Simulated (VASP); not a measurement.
## Nb: single point with PBEsol

The system is Nb.

```
Nb
1.0
    -1.71387    1.71387    1.68891
     1.71387   -1.71387    1.68891
     1.71387    1.71387   -1.68891
Nb
1
Cartesian
  0.0000 0.0000 0.0000
```

This cell differs from its parent crystal: strain +0.030 along x and y, +0.015 along z.

```
Program             : VASP 6.6.1
Task                : single point
Functional          : PBEsol
Potentials or basis : VASP PAW PBE potentials, release 64 (Nb_sv)
Cutoff              : 520 eV
k mesh              : 20 × 20 × 20
Occupations         : gaussian, width 0.15 eV
Spin                : no spin polarisation
```

```json
{
  "Pressure": "-18.2 GPa"
}
```

Stress tensor (GPa, compression positive):
```
-18.59   0.00   0.00
  0.00 -18.59   0.00
  0.00   0.00 -17.37
```

Levels at points of the mesh, in eV from the Fermi level:
```csv
k point,band 4,band 5,band 6,band 7,band 8,band 9
"(0.00, 0.00, 0.00)",-29.92,-5.77,0.28,0.43,0.43,2.88
"(0.50, 0.00, 0.00)",-29.93,-3.37,-1.46,1.89,3.00,3.61
"(0.50, 0.50, 0.00)",-29.92,-3.36,-1.30,1.79,2.83,3.50
"(0.50, 0.50, 0.50)",-30.59,-3.23,-3.20,4.97,4.97,5.02
```

Wall time 87 s on 1 thread of Intel(R) Xeon(R) 6975P-C (Granite Rapids) (shared host), peak memory 0.26 GiB.

Caveat: the cell differs from its parent crystal (strain +0.030 along x and y, +0.015 along z); the PAW data sets were made with another functional, which shifts forces and pressure a little.
